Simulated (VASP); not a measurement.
Crystal: SiC.

```
Si C
1.0
     3.07600    0.00000    0.00000
    -1.53800    2.66389    0.00000
     0.00000    0.00000    5.04800
Si C
2 2
Cartesian
  0.0000 1.7759 0.0000
  1.5380 0.8880 2.5240
  0.0000 1.7759 1.9435
  1.5380 0.8880 4.4675
```

| Item | Value |
| --- | --- |
| Program | VASP 6.6.1 |
| Task | relaxation of cell and atoms |
| Functional | LDA |
| Potentials or basis | VASP PAW LDA potentials, release 64 (Si, C) |
| Cutoff | 600 eV |
| k mesh | 6 × 6 × 4 |
| Occupations | gaussian, width 0.1 eV |
| Spin | no spin polarisation |

At the start: pressure -3.7 GPa; volume 10.34 Å³/atom.

Question: How do energy, volume and symmetry change on relaxing?

Answer: Over 5 steps the energy falls by 10.9 meV/atom and the volume is 10.15 Å³/atom (-1.9 %); space group P6_3mc (No. 186, to 0.05 Å).

Step by step:
```csv
step,energy change (eV),largest force (eV/Å),pressure (GPa),volume (Å³)
1,0.0000,0.7268,-3.74,41.36
2,-0.0067,0.6646,4.27,39.93
3,-0.0413,0.0779,0.19,40.58
4,-0.0413,0.0628,0.28,40.57
5,-0.0438,0.0129,0.16,40.59
```

Final structure:
```xyz
4
Lattice="3.0560 0.0000 0.0000 -1.5280 2.6465 0.0000 0.0000 0.0000 5.0191" Properties=species:S:1:pos:R:3 pbc="T T T"
Si    0.0000    1.7644    0.0234
Si    1.5280    0.8822    2.5330
C     0.0000    1.7644    1.9089
C     1.5280    0.8822    4.4185
```

Caveat: the relaxation stopped at a loose force limit of 0.05 eV/Å, so its end isn't a converged minimum.
